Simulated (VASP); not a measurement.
**GaP: single point with PBE**

Crystal: GaP.

```
Ga P
1.0
     0.00000    2.71614    2.71614
     2.71614    0.00000    2.71614
     2.71614    2.71614    0.00000
Ga P
1 1
Direct
  0.00000 0.00000 0.00000
  0.75000 0.75000 0.75000
```

This cell differs from its parent crystal: volume scaled by 0.99.

```
Program                : VASP 6.6.1
Task                   : single point
Functional             : PBE
Potentials or basis    : VASP PAW PBE potentials, release 64 (Ga_d, P)
Cutoff                 : 520 eV
k mesh                 : 10 × 10 × 10
Occupations            : fermi-dirac, width 0.05 eV
Spin                   : no spin polarisation
Dipole correction      : no
Further INCAR settings : ALGO = Normal; EDIFF = 1e-06; NBANDS = 16
```

```yaml
Pressure: 3.3 GPa
Band_gap_on_the_k_mesh: 1.59 eV, indirect (least direct gap 1.91 eV)
```

Levels at points of the mesh, in eV from the valence-band top:
```tsv
k point	band 6	band 7	band 8	band 9	band 10	band 11	band 12	band 13
(0.00, 0.00, 0.00)	-12.57	0.00	0.00	0.00	1.91	3.89	3.89	3.89
(0.50, 0.00, 0.00)	-10.47	-6.69	-1.13	-1.13	1.70	4.72	4.72	8.31
(0.50, 0.50, 0.00)	-9.56	-6.80	-2.72	-2.72	1.63	1.81	10.67	10.67
```

It took 14 s on 1 thread of Intel(R) Xeon(R) 6975P-C (Granite Rapids), on a shared host, peak memory 0.17 GiB.

 A k mesh can miss the band edges.
